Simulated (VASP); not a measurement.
Input of a VASP 6.6.1 run:

Contents of INCAR:

```
SYSTEM = K
  PREC = Accurate
  ENCUT = 500
  EDIFF = 1E-6
  ISMEAR = 1
  SIGMA = 0.05
  LREAL = .FALSE.
  LASPH = .TRUE.
  NELM = 120
  ALGO = Normal
  ISIF = 2
  LWAVE = .FALSE.
  LCHARG = .FALSE.
  GGA = PS
  NBANDS = 10
  GGA_COMPAT = .FALSE.
```

File KPOINTS:

```
regular mesh
0
G
  11 11 11
  0 0 0
```

Contents of POSCAR:

```
K
1.0
    0.0000000000      2.5778425767      2.5778425767
    2.5778425767      0.0000000000      2.5778425767
    2.5778425767      2.5778425767      0.0000000000
K
1
Direct
    0.0000000000      0.0000000000      0.0000000000
```

Potentials or basis: VASP PAW PBE potentials, release 64 (K_sv).

Run with:

```console
$ cat potpaw_PBE.64/K_sv/POTCAR > POTCAR
$ mpirun -np 1 vasp_std > vasp.out
```

(1) What does it give for the band gap on the k mesh?

(2) Estimate the pressure.

Results:

(1) zero (an odd number of electrons rules out a gap without spin polarisation).

(2) 10.0 GPa.

Caveat: the cell stands under pressure; the PAW data sets were made with another functional, which shifts forces and pressure a little.
